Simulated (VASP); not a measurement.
Here is a VASP 6.6.1 calculation.

INCAR

```
SYSTEM = NaCl
PREC = Accurate
ENCUT = 520
EDIFF = 1E-7
ISMEAR = -1
SIGMA = 0.05
LREAL = .False.
LASPH = .True.
NELM = 60
ALGO = Normal
ISIF = 2
LWAVE = .False.
LCHARG = .False.
GGA = PE
IVDW = 12
NBANDS = 14
```

File KPOINTS:

```
Automatic mesh
0
Gamma
  8 8 8
  0 0 0
```

POSCAR

```
NaCl
1.0
    3.4340500605      0.0000000000      0.0000000000
    0.0000000000      3.4340500605      0.0000000000
    0.0000000000      0.0000000000      3.4340500605
Cl Na
1 1
Direct
    0.5000000000      0.5000000000      0.5000000000
    0.0000000000      0.0000000000      0.0000000000
```

Potentials or basis: VASP PAW PBE potentials, release 64 (Cl, Na_pv).

Launch:

```console
$ cat potpaw_PBE.64/Cl/POTCAR potpaw_PBE.64/Na_pv/POTCAR > POTCAR
$ mpirun -np 1 vasp_std > vasp.out
```

Problem. Estimate the dispersion energy per atom.

Solution. -0.239 eV.

Problem. What does it give for the band gap on the k mesh?

Solution. 4.18 eV (least direct gap 4.73 eV).

Problem. What does it give for the pressure?

Solution. -0.1 GPa.

A k mesh can miss the band edges.
